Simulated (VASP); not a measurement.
# Al3Ni5 (Cmmm) in VASP: single point with r2SCAN

Aim: the single point of Al3Ni5 with r2SCAN.

Program: VASP 6.6.1. These are calculated values, not measurements. Logs are shortened: lines on timing, memory, paths and dates and some standing lists are left out, and cuts for length are marked.

## (1) The cell of the first run

The structure is orthorhombic, space group Cmmm (No. 65). The conventional cell has a = 6.582 Å, b = 6.949 Å, c = 3.728 Å, α = 90.00°, β = 90.00°, γ = 90.00°. Al (site symmetry mmm) has 8 Ni at 2.37 to 2.39 Å and 4 Al at 2.69 Å within 3.1 Å. Al (site symmetry m2m) has 10 Ni at 2.38 to 2.49 Å and 3 Al at 2.69 to 3.07 Å within 3.1 Å. Within 3.3 Å of Ni (site symmetry mmm) lie 8 Ni at 2.39 to 2.61 Å and 6 Al at 2.41 to 3.29 Å. Within 3.3 Å of Ni (site symmetry 2/m) lie 6 Al at 2.39 to 2.49 Å and 8 Ni at 2.39 to 3.29 Å. Within 3.1 Å of Ni (site symmetry 2mm) lie 6 Al at 2.37 to 2.44 Å and 7 Ni at 2.55 to 2.94 Å.

## (2) Single point, r2SCAN (strain -0.0600 x Voigt [0, 1, 0, 0, 0, 0])

POSCAR reads:

```
Al3Ni5
1.0
    3.2911157551     -3.4743455752      0.0000000000
    3.2911157551      3.4743455752      0.0000000000
    0.0000000000      0.0000000000      3.7283121877
Al Ni
3 5
Direct
    0.5000000000      0.5000000000      0.0000000000
    0.7792699052      0.2207300948      0.5000000000
    0.2207300948      0.7792699052      0.5000000000
    0.0000000000      0.0000000000      0.0000000000
    0.0000000000      0.5000000000      0.0000000000
    0.5000000000      0.0000000000      0.0000000000
    0.2764619634      0.2764619634      0.5000000000
    0.7235380366      0.7235380366      0.5000000000
```

INCAR.step1 reads:

```
SYSTEM = Al3Ni5
PREC = Accurate ; ENCUT = 520
ISMEAR = 0 ; SIGMA = 0.15
LREAL = .False. ; LASPH = .True.
NELM = 100 ; NBANDS = 40
GGA = PE ; ALGO = Normal
EDIFF = 1E-4 ; LWAVE = .True.
LCHARG = .False.
```

INCAR.step2 reads:

```
SYSTEM = Al3Ni5
PREC = Accurate ; ENCUT = 520
EDIFF = 1E-6 ; ISMEAR = 0
SIGMA = 0.15 ; LREAL = .False.
LASPH = .True. ; NELM = 100
ALGO = Normal ; ISIF = 2
LWAVE = .False. ; LCHARG = .False.
METAGGA = R2SCAN ; LMIXTAU = .True.
NBANDS = 40 ; ISTART = 1
```

KPOINTS reads:

```
Automatic mesh
0
Gamma
  8 8 10
  0 0 0
```

Potentials or basis: VASP PAW PBE potentials, release 64 (Al, Ni).

Command:

```sh
$ cat potpaw_PBE.64/Al/POTCAR potpaw_PBE.64/Ni/POTCAR > POTCAR
$ cp INCAR.step1 INCAR
$ mpirun -np 1 vasp_std > vasp.out
$ cp INCAR.step2 INCAR
$ mpirun -np 1 vasp_std > vasp.out
```

OUTCAR:

```text
SYSTEM = Al3Ni5
   PREC = Accurate
   ENCUT = 520
   EDIFF = 1E-6
   ISMEAR = 0
   LREAL = .False.
   LASPH = .True.
   NELM = 100
   ISIF = 2
   METAGGA = R2SCAN
   ISTART = 1

 ion  position               nearest neighbor table
   1  0.500  0.500  0.000-   7 2.37   8 2.37   7 2.37   8 2.37   5 2.39   6 2.39   6 2.39   5 2.39
                             2 2.69   3 2.69   2 2.69   3 2.69
   2  0.779  0.221  0.500-   7 2.38   8 2.38   4 2.41   4 2.41   8 2.44   7 2.44   5 2.49   5 2.49
                             6 2.49   6 2.49   1 2.69   1 2.69   3 3.07   3 3.32   3 3.32
   3  0.221  0.779  0.500-   7 2.38   8 2.38   4 2.41   4 2.41   8 2.44   7 2.44   5 2.49   5 2.49
                             6 2.49   6 2.49   1 2.69   1 2.69   2 3.07   2 3.32   2 3.32
   4  0.000  0.000  0.000-   5 2.39   6 2.39   5 2.39   6 2.39   2 2.41   3 2.41   2 2.41   3 2.41
                             7 2.61   8 2.61   7 2.61   8 2.61
   5  0.000  0.500  0.000-   1 2.39   4 2.39   4 2.39   1 2.39   2 2.49   3 2.49   3 2.49   2 2.49
                             7 2.55   8 2.55   7 2.55   8 2.55
   6  0.500  0.000  0.000-   1 2.39   4 2.39   1 2.39   4 2.39   2 2.49   3 2.49   3 2.49   2 2.49
                             7 2.55   8 2.55   7 2.55   8 2.55
   7  0.276  0.276  0.500-   1 2.37   1 2.37   3 2.38   2 2.38   2 2.44   3 2.44   6 2.55   5 2.55
                             5 2.55   6 2.55   4 2.61   4 2.61   8 2.94
   8  0.724  0.724  0.500-   1 2.37   1 2.37   3 2.38   2 2.38   2 2.44   3 2.44   5 2.55   6 2.55
                             6 2.55   5 2.55   4 2.61   4 2.61   7 2.94

  LATTYP: Found a base centered orthorhombic cell.
 ALAT       =     6.5822315102
 B/A-ratio  =     1.0556740734
 C/A-ratio  =     0.5664207012

  Lattice vectors:

 A1 = (   3.2911157551,  -3.4743455752,   0.0000000000)
 A2 = (   3.2911157551,   3.4743455752,   0.0000000000)
 A3 = (   0.0000000000,   0.0000000000,   3.7283121877)

Analysis of symmetry for initial positions (statically):
=====================================================================
 Subroutine PRICEL returns:
 Original cell was already a primitive cell.

 Routine SETGRP: Setting up the symmetry group for a
 base centered orthorhombic supercell.

 Subroutine GETGRP returns: Found  8 space group operations
 (whereof  8 operations were pure point group operations)
 out of a pool of  8 trial point group operations.

The static configuration has the point symmetry D_2h.

Analysis of symmetry for dynamics (positions and initial velocities):
=====================================================================
 Subroutine PRICEL returns:
 Original cell was already a primitive cell.

 Routine SETGRP: Setting up the symmetry group for a
 base centered orthorhombic supercell.

 Subroutine GETGRP returns: Found  8 space group operations
 (whereof  8 operations were pure point group operations)
 out of a pool of  8 trial point group operations.

The dynamic configuration has the point symmetry D_2h.

 Subroutine INISYM returns: Found  8 space group operations
 (whereof  8 operations are pure point group operations),
 and found     1 'primitive' translations

----------------------------------------------------------------------------------------

                                     Primitive cell

  volume of cell :      85.2626

  direct lattice vectors                    reciprocal lattice vectors
     3.291115755 -3.474345575  0.000000000     0.151924161 -0.143911994  0.000000000
     3.291115755  3.474345575  0.000000000     0.151924161  0.143911994  0.000000000
     0.000000000  0.000000000  3.728312188     0.000000000  0.000000000  0.268217882

  length of vectors
     4.785657749  4.785657749  3.728312188     0.209264457  0.209264457  0.268217882

  position of ions in fractional coordinates (direct lattice)
     0.500000000  0.500000000  0.000000000
     0.779269905  0.220730095  0.500000000
     0.220730095  0.779269905  0.500000000
     0.000000000  0.000000000  0.000000000
     1.000000000  0.500000000  0.000000000
     0.500000000  1.000000000  0.000000000
     0.276461963  0.276461963  0.500000000
     0.723538037  0.723538037  0.500000000

  ion indices of the primitive-cell ions
   primitive index   ion index
                 1           1
                 2           2
                 3           3
                 4           4
                 5           5
                 6           6
                 7           7
                 8           8

----------------------------------------------------------------------------------------

 KPOINTS: Automatic mesh

Automatic generation of k-mesh.
 Grid dimensions read from file:
 generate k-points for:    8    8   10

 Generating k-lattice:

  Cartesian coordinates                     Fractional coordinates (reciprocal lattice)
     0.018990520 -0.017988999  0.000000000     0.125000000 -0.000000000  0.000000000
     0.018990520  0.017988999  0.000000000    -0.000000000  0.125000000  0.000000000
     0.000000000  0.000000000  0.026821788     0.000000000  0.000000000  0.100000000

  Length of vectors
     0.026158057  0.026158057  0.026821788

  Shift w.r.t. Gamma in fractional coordinates (k-lattice)
     0.000000000  0.000000000  0.000000000

 Subroutine IBZKPT returns following result:
 ===========================================

 Found    126 irreducible k-points:

 Following reciprocal coordinates:
            Coordinates               Weight
  0.000000  0.000000  0.000000      1.000000
  0.125000 -0.000000  0.000000      4.000000
  0.250000 -0.000000  0.000000      4.000000
  0.375000 -0.000000  0.000000      4.000000
  0.500000 -0.000000  0.000000      2.000000
  0.125000  0.125000  0.000000      2.000000
[... 16 lines left out ...]
  0.125000 -0.000000  0.100000      8.000000
  0.250000 -0.000000  0.100000      8.000000
 [... further k-points ...]
   k-points           NKPTS =    126   k-points in BZ     NKDIM =    126   number of bands    NBANDS=     40
   number of dos      NEDOS =    301   number of ions     NIONS =      8
   total plane-waves  NPLWV =  36288
   dimension x,y,z NGX =    36 NGY =   36 NGZ =   28
   dimension x,y,z NGXF=    72 NGYF=   72 NGZF=   56
   ions per type =               3   5
   NGX,Y,Z   is equivalent  to a cutoff of  12.51, 12.51, 12.49 a.u.
   NGXF,Y,Z  is equivalent  to a cutoff of  25.01, 25.01, 24.97 a.u.
 SYSTEM =  Al3Ni5
   PREC   = accura    normal or accurate (medium, high low for compatibility)
   ISTART =      1    job   : 0-new  1-cont  2-samecut
   ICHARG =      0    charge: 1-file 2-atom 10-const
   ISPIN  =      1    spin polarized calculation?
   LNONCOLLINEAR =      F non collinear calculations
   LSORBIT =      F    spin-orbit coupling
   LASPH  =      T    aspherical Exc in radial PAW
   ENCUT  =  520.0 eV  38.22 Ry    6.18 a.u.   8.90  8.90  6.93*2*pi/ulx,y,z
   NELM   =    100;   NELMIN=  2; NELMDL=  0     # of ELM steps
   EDIFF  = 0.1E-05   stopping-criterion for ELM
   LREAL  =      F    real-space projection
   EDIFFG = 0.1E-04   stopping-criterion for IOM
   NSW    =      0    number of steps for IOM
   IBRION =     -1    ionic relax: 0-MD 1-quasi-New 2-CG
   NFREE  =      0    steps in history (QN), initial steepest desc. (CG)
   ISIF   =      2    stress and relaxation
   ISYM   =      2    0-nonsym 1-usesym 2-fastsym
   POTIM  = 0.5000    time-step for ionic-motion
   TEBEG  =    0.0;   TEEND  =   0.0 temperature during run
   PSTRESS=    0.0 pullay stress
   NELECT =      59.0000    total number of electrons
   NUPDOWN=      -1.0000    fix difference up-down
   EMIN   =  10.00;   EMAX   =-10.00  energy-range for DOS
   EFERMI =   0.00;   METHOD = LEGACY
   ISMEAR =     0;   SIGMA  =   0.15  broadening in eV -4-tet -1-fermi 0-gaus
   EFERMI_NEDOS =   21; number of points for ismear=-14 and -15
   IALGO  =     38    algorithm
   IMIX   =      4    mixing-type and parameters
     AMIX     =   0.40;   BMIX     =  1.00
     AMIX_MAG =   1.60;   BMIX_MAG =  1.00
  volume/ion in A,a.u.               =      10.66        71.92
  Fermi-wavevector in a.u.,A,eV,Ry     =   1.448014  2.736349 28.527932  2.096744
  Thomas-Fermi vector in A             =   2.565903
   LORBIT       =      0    0 simple, 1 ext, 2 COOP (PROOUT), +10 PAW based schemes
   METAGGA = R2SCAN    functional components
   LHFCALC =     F    Hartree Fock is set to
   AEXX    =    0.0000 exact exchange contribution
   IVDW    =     0    specifies the selected vdW correction
   LEPSILON=     F    determine dielectric tensor
   LRPA    =     F    only Hartree local field effects (RPA)
 non-spin polarized calculation
 Gauss-broadening in eV      SIGMA  =   0.15
  energy-cutoff  :      520.00
  volume of cell :       85.26
 maximum number of plane-waves:      2324
   NGX = 17   NGY = 17   NGZ = 13

 number of electron      58.9999887 magnetization

 Free energy of the ion-electron system (eV)
  ---------------------------------------------------
  ext. energy  EPLUGINS =         0.00000000
  ---------------------------------------------------
  free energy    TOTEN  =       -84.22653380 eV

  energy without entropy =      -84.19450140  energy(sigma->0) =      -84.21051760

 E-fermi :  10.8918     XC(G=0): -13.8631

 val. band max:       10.8877051420   @ k =   0.2500   0.1250   0.4000
 cond. band min:      10.8918388582   @ k =   0.5000   0.5000   0.4000
 fundamental gap:      0.0041337162
 Fermi energy:        10.8918281621

 k-point     1 :       0.0000    0.0000    0.0000
  band No.  band energies     occupation
      1      -1.0033      2.00000
      2       4.2522      2.00000
      3       4.3757      2.00000
      4       5.4138      2.00000
      5       5.9252      2.00000
      6       6.2276      2.00000
[... 32 lines left out ...]
     39      18.2407      0.00000
     40      18.5955      0.00000

 k-point     2 :       0.1250   -0.0000    0.0000
  band No.  band energies     occupation
      1      -0.8938      2.00000
      2       3.6309      2.00000
      3       4.6483      2.00000
      4       5.3793      2.00000
      5       5.8921      2.00000
      6       6.4252      2.00000
[... 939 lines left out ...]
  band No.  band energies     occupation
      1      -0.4555      2.00000
      2       2.7482      2.00000
      3       4.9418      2.00000
      4       5.4630      2.00000
      5       5.9826      2.00000
      6       6.4570      2.00000
[... 32 lines left out ...]
     39      18.4982      0.00000
     40      19.1783      0.00000

 [... further k-points ...]

------------------------ aborting loop because EDIFF is reached ----------------------------------------

  FORCE on cell =-STRESS in cart. coord.  units (eV):
  Direction    XX          YY          ZZ          XY          YZ          ZX
  --------------------------------------------------------------------------------------
  -------------------------------------------------------------------------------------
  Total        6.7658416     10.0081511      4.8662485      0.0000000      0.0000000      0.0000000
  in kB      127.1375893    188.0641433     91.4421500      0.0000000      0.0000000      0.0000000
  external PRESSURE =     135.5479608 kB  Pullay stress =       0.0000000 kB

 VOLUME and BASIS-vectors are now :
 -----------------------------------------------------------------------------
  energy-cutoff  :      520.00
  volume of cell :       85.26
      direct lattice vectors                 reciprocal lattice vectors
     3.291115755 -3.474345575  0.000000000     0.151924161 -0.143911994  0.000000000
     3.291115755  3.474345575  0.000000000     0.151924161  0.143911994  0.000000000
     0.000000000  0.000000000  3.728312188     0.000000000  0.000000000  0.268217882

 POSITION                                       TOTAL-FORCE (eV/Angst)
 -----------------------------------------------------------------------------------
      3.29112      0.00000      0.00000         0.000000      0.000000      0.000000
      3.29112     -1.94056      1.86416         0.000000     -0.124047      0.000000
      3.29112      1.94056      1.86416         0.000000      0.124047     -0.000000
      0.00000      0.00000      0.00000         0.000000      0.000000      0.000000
      1.64556      1.73717      0.00000         0.000000      0.000000      0.000000
      1.64556     -1.73717      0.00000         0.000000      0.000000      0.000000
      1.81974      0.00000      1.86416         0.111055      0.000000     -0.000000
      4.76249      0.00000      1.86416        -0.111055      0.000000      0.000000
 -----------------------------------------------------------------------------------
    total drift:                                0.000000     -0.000000     -0.000000

  FREE ENERGIE OF THE ION-ELECTRON SYSTEM (eV)
  ---------------------------------------------------
  free  energy   TOTEN  =       -84.2265337964 eV

  energy  without entropy=      -84.1945014037  energy(sigma->0) =      -84.21051760
```

It took 27 min on 1 thread of Intel Xeon Platinum 8175M at 2.50GHz (Skylake/Cascade Lake), shared host; peak memory 0.42 GiB.

What came out:

| Property | Result |
| --- | --- |
| Free energy | -84.2265 eV |
| Pressure | 13.6 GPa |
| Largest force | 0.124 eV/Å |
| Band gap on the k mesh | zero (an odd number of electrons rules out a gap without spin polarisation) |

Forces in eV/Å, atoms in the order of the input:
```
Al   0.000  0.000  0.000
Al   0.000 -0.124  0.000
Al   0.000  0.124  0.000
Ni   0.000  0.000  0.000
Ni   0.000  0.000  0.000
Ni   0.000  0.000  0.000
Ni   0.111  0.000  0.000
Ni  -0.111  0.000  0.000
```

Caveat: the cell differs from its parent crystal (strain -0.0600 x Voigt [0, 1, 0, 0, 0, 0]); the stress differs along the axes, from 9 to 19 GPa; the PAW data sets were made with another functional, which shifts forces and pressure a little. Spin polarisation is off, so any magnetic state and its effect on volume and gap are missing.
